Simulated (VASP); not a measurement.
Wanted: the native input for a VASP 6.6.1 run.

- Task: single point
- Functional: RPBE
- Dispersion: D4
- Potentials or basis: VASP PAW PBE potentials, release 64 (Mn_pv, S)
- Cutoff: 520 eV
- k mesh: 9 × 9 × 9
- Occupations: fermi-dirac, width 0.05 eV
- Spin: collinear spin, ferromagnetic start
- Starting moments: [4.0, 0.0] μB
- Dipole correction: no
- Further INCAR settings: ALGO = Normal; EDIFF = 1e-07; NBANDS = 20

The structure of MnS lies in POSCAR:

```
MnS
1.0
    0.0000000000      2.4442575170      2.4442575170
    2.4442575170      0.0000000000      2.4442575170
    2.4442575170      2.4442575170      0.0000000000
Mn S
1 1
Direct
    0.0000000000      0.0000000000      0.0000000000
    0.7500000000      0.7500000000      0.7500000000
```

The input as run:

INCAR

```
SYSTEM = MnS
  PREC = Accurate
  ENCUT = 520
  EDIFF = 1E-7
  ISMEAR = -1
  SIGMA = 0.05
  LREAL = .False.
  LASPH = .True.
  NELM = 150
  ALGO = Normal
  ISIF = 2
  LWAVE = .False.
  LCHARG = .False.
  ISPIN = 2
  MAGMOM = 4 0
  LORBIT = 11
  LMAXMIX = 4
  GGA = RP
  IVDW = 13
  NBANDS = 20
```

KPOINTS

```
Automatic mesh
0
Gamma
  9 9 9
  0 0 0
```

Potentials or basis: VASP PAW PBE potentials, release 64 (Mn_pv, S).

Launch:

```bash
$ cat potpaw_PBE.64/Mn_pv/POTCAR potpaw_PBE.64/S/POTCAR > POTCAR
$ mpirun -np 1 vasp_std > vasp.out
```

It gave:

The pressure is -0.1 GPa and the net moment is 0.18 μB per cell. The site moments are Mn +0.17; S -0.00 μB. The valence electrons inside the program's atomic spheres are Mn 12.10; S 3.78. The dispersion energy per atom is -0.993 eV.

Caveat: the PAW data sets were made with another functional, which shifts forces and pressure a little; the moment fell far below its start of 4 μB, so a state of higher moment may lie lower in energy; pairwise dispersion overbinds metals, which lowers pressure and volume.

Run time: 63 s on 1 thread of Intel Xeon 6975P-C, with other jobs on the host, peak memory 0.19 GiB.
